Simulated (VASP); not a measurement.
Here is a VASP 6.6.1 calculation.

File POSCAR:

```
Si
1.0
    4.3712435670      0.0000000000      0.0000000000
   -2.1856217835      3.7856079752      0.0000000000
    0.0000000000      0.0000000000      2.5059211214
Si
3
Direct
    0.0000000000      0.0000000000      0.0000000000
    0.3333333333      0.6666666667      0.5000000000
    0.6666666667      0.3333333333      0.5000000000
```

INCAR.step1

```
SYSTEM = Si
PREC     = Accurate       ! precision mode
ENCUT    = 550            ! plane-wave cutoff, eV
ISMEAR   = -1             ! smearing method
SIGMA    = 0.1            ! smearing width, eV
LREAL    = .False.        ! projectors in reciprocal space
LASPH    = .True.         ! aspherical terms in the spheres
NELM     = 120            ! most SCF steps
NBANDS   = 13             ! bands
GGA      = PE             ! functional
ALGO     = Normal         ! electronic algorithm
EDIFF    = 1E-5           ! SCF threshold, eV
LWAVE    = .True.         ! write WAVECAR
LCHARG   = .False.        ! write CHGCAR
GGA_COMPAT= .False.
```

Contents of INCAR.step2:

```
SYSTEM = Si
PREC     = Accurate       ! precision mode
ENCUT    = 550            ! plane-wave cutoff, eV
EDIFF    = 1E-6           ! SCF threshold, eV
ISMEAR   = -1             ! smearing method
SIGMA    = 0.1            ! smearing width, eV
LREAL    = .False.        ! projectors in reciprocal space
LASPH    = .True.         ! aspherical terms in the spheres
NELM     = 120            ! most SCF steps
ALGO     = Normal         ! electronic algorithm
ISIF     = 2              ! what is computed and relaxed
LWAVE    = .False.        ! write WAVECAR
LCHARG   = .False.        ! write CHGCAR
METAGGA  = R2SCAN         ! meta-GGA
LMIXTAU  = .True.       
NBANDS   = 13             ! bands
ISTART   = 1            
GGA_COMPAT= .False.
```

The input KPOINTS:

```
regular mesh
0
Gamma
  9 9 14
  0 0 0
```

Potentials or basis: VASP PAW PBE potentials, release 64 (Si).

The run is started by

```bash
$ cat potpaw_PBE.64/Si/POTCAR > POTCAR
$ cp INCAR.step1 INCAR
$ mpirun -np 1 vasp_std > vasp.out
$ cp INCAR.step2 INCAR
$ mpirun -np 1 vasp_std > vasp.out
```

Task: Predict the pressure.

Result: 4.2 GPa.

Task: Predict the band gap on the k mesh.

Result: Zero (bands 6 and 7 overlap by 7.99 eV).

Stress tensor (GPa, compression positive):
```
2.81 0.00 0.00
0.00 2.81 0.00
0.00 0.00 6.94
```

Caveat: the cell stands under pressure; the PAW data sets were made with another functional, which shifts forces and pressure a little.
